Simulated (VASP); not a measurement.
Crystal: NaCl (wurtzite type).

```
CELL_PARAMETERS angstrom
4.26352 0.00000 0.00000
-2.13176 3.69232 0.00000
0.00000 0.00000 6.94954
ATOMIC_POSITIONS crystal
Na 0.33333 0.66667 0.00000
Na 0.66667 0.33333 0.50000
Cl 0.33333 0.66667 0.37600
Cl 0.66667 0.33333 0.87600
```

* Program: VASP 6.6.1
* Task: relaxation of cell and atoms
* Functional: PBE
* Potentials or basis: VASP PAW PBE potentials, release 64 (Na_pv, Cl)
* Cutoff: 600 eV
* k mesh: 10 × 10 × 6
* Occupations: fermi-dirac, width 0.03 eV
* Spin: no spin polarisation

At the start: pressure 2.4 GPa; volume 27.35 Å³/atom.

How do energy, volume and symmetry change on relaxing?

Over 28 steps the energy falls by 51.9 meV/atom and the volume is 27.97 Å³/atom (+2.3 %); space group P6_3/mmc (No. 194, to 0.05 Å).

Step by step:
```csv
step,energy change (eV),largest force (eV/Å),pressure (GPa),volume (Å³)
1,0.0000,0.0156,2.41,109.40
2,-0.0699,0.0253,1.01,116.05
3,-0.0845,0.0298,-0.40,125.53
4,-0.0887,0.0294,-0.06,122.68
5,-0.0887,0.0294,0.01,122.31
6,-0.0891,0.0290,0.00,122.31
7,-0.0901,0.0295,0.00,122.28
8,-0.0918,0.0320,-0.01,122.23
9,-0.0938,0.0391,-0.02,122.08
10,-0.0943,0.0692,-0.08,121.65
11,-0.0947,0.0647,-0.06,121.59
12,-0.0960,0.0541,-0.08,121.39
13,-0.0981,0.0348,-0.09,120.98
14,-0.1017,0.0084,-0.10,120.15
15,-0.1126,0.0069,-0.16,118.41
16,-0.1725,0.0275,-0.28,114.63
17,0.8256,2.7546,5.95,105.84
18,-0.1700,0.0645,-0.19,114.39
19,-0.1880,0.1673,0.42,110.31
20,-0.1944,0.0533,-0.14,112.97
21,-0.2069,0.0092,0.02,111.66
22,-0.2068,0.0272,0.07,111.43
23,-0.2074,0.0089,-0.13,112.65
24,-0.2075,0.0151,-0.07,112.27
25,-0.2076,0.0037,0.06,111.59
26,-0.2077,0.0044,0.00,111.86
27,-0.2077,0.0034,0.01,111.85
28,-0.2078,0.0008,0.00,111.87
```

Final structure:
```yaml
crystal:
  lattice:
    - [4.77746, 0.00000, 0.00000]
    - [-2.38873, 4.13740, 0.00000]
    - [0.00000, 0.00000, 5.65989]
  atoms:
    - { symbol: Na, position: [0.33333, 0.66667, 0.93803] }
    - { symbol: Na, position: [0.66667, 0.33333, 0.43803] }
    - { symbol: Cl, position: [0.33333, 0.66667, 0.43797] }
    - { symbol: Cl, position: [0.66667, 0.33333, 0.93797] }
```
